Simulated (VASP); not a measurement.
Input of a VASP 6.6.1 run:

File INCAR:

```
SYSTEM = Sr
PREC     = Accurate       ! precision mode
ENCUT    = 520            ! plane-wave cutoff, eV
EDIFF    = 1E-6           ! SCF threshold, eV
ISMEAR   = 0              ! smearing method
SIGMA    = 0.03           ! smearing width, eV
LREAL    = .False.        ! projectors in reciprocal space
LASPH    = .True.         ! aspherical terms in the spheres
NELM     = 100            ! most SCF steps
ALGO     = Fast           ! electronic algorithm
ISIF     = 2              ! what is computed and relaxed
LWAVE    = .False.        ! write WAVECAR
LCHARG   = .False.        ! write CHGCAR
GGA      = PS             ! functional
NBANDS   = 11             ! bands
```

KPOINTS

```
regular mesh
0
Gamma
  10 10 10
  0 0 0
```

File POSCAR:

```
Sr
1.0
    0.0000000000      2.9472136046      3.2419349650
    2.9472136046      0.0000000000      3.2419349650
    2.9472136046      2.9472136046      0.0000000000
Sr
1
Direct
    0.0000000000      0.0000000000      0.0000000000
```

Potentials or basis: VASP PAW PBE potentials, release 64 (Sr_sv).

Launch:

```sh
$ cat potpaw_PBE.64/Sr_sv/POTCAR > POTCAR
$ mpirun -np 1 vasp_std > vasp.out
```

(1) What does it give for the pressure?

(2) Predict the band gap on the k mesh.

Answers

(1) -0.9 GPa.

(2) zero (bands 5 and 6 overlap by 0.06 eV).

Caveat: the PAW data sets were made with another functional, which shifts forces and pressure a little.
